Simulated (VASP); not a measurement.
# CaO (klda): single point with LDA

The system is CaO (klda).

```
Ca O
1.0
     0.00000    2.35373    2.35373
     2.35373    0.00000    2.35373
     2.35373    2.35373    0.00000
Ca O
1 1
Cartesian
  0.0000 0.0000 0.0000
  2.3537 2.3537 2.3537
```

```yaml
Program: VASP 6.6.1
Task: single point
Functional: LDA
Potentials_or_basis: VASP PAW LDA potentials, release 64 (Ca_sv, O)
Cutoff: 520 eV
k_mesh: 8 × 8 × 8
Occupations: gaussian, width 0.02 eV
Spin: no spin polarisation
Dipole_correction: no
Further_INCAR_settings: ALGO = Normal; EDIFF = 1e-06; NBANDS = 15
```

```yaml
Pressure: 1.0 GPa
Band_gap_on_the_k_mesh: 3.42 eV, indirect (least direct gap 3.78 eV)
```

Levels at points of the mesh, in eV from the valence-band top:
| k point | band 4 | band 5 | band 6 | band 7 | band 8 | band 9 | band 10 | band 11 | band 12 | band 13 |
| --- | --- | --- | --- | --- | --- | --- | --- | --- | --- | --- |
| (0.00, 0.00, 0.00) | -17.82 | -15.33 | 0.00 | 0.00 | 0.00 | 5.08 | 6.25 | 6.25 | 6.25 | 7.92 |
| (0.50, 0.00, 0.00) | -17.88 | -13.79 | -2.86 | -1.36 | -1.36 | 7.24 | 8.64 | 8.64 | 8.79 | 10.96 |
| (0.50, 0.50, 0.00) | -18.11 | -15.09 | -1.27 | -0.36 | -0.36 | 3.42 | 8.49 | 9.23 | 9.96 | 9.96 |

It took 11 s on 1 thread of Intel(R) Xeon(R) Platinum 8375C CPU @ 2.90GHz (Ice Lake) (shared host), peak memory 0.14 GiB.

A k mesh can miss the band edges.
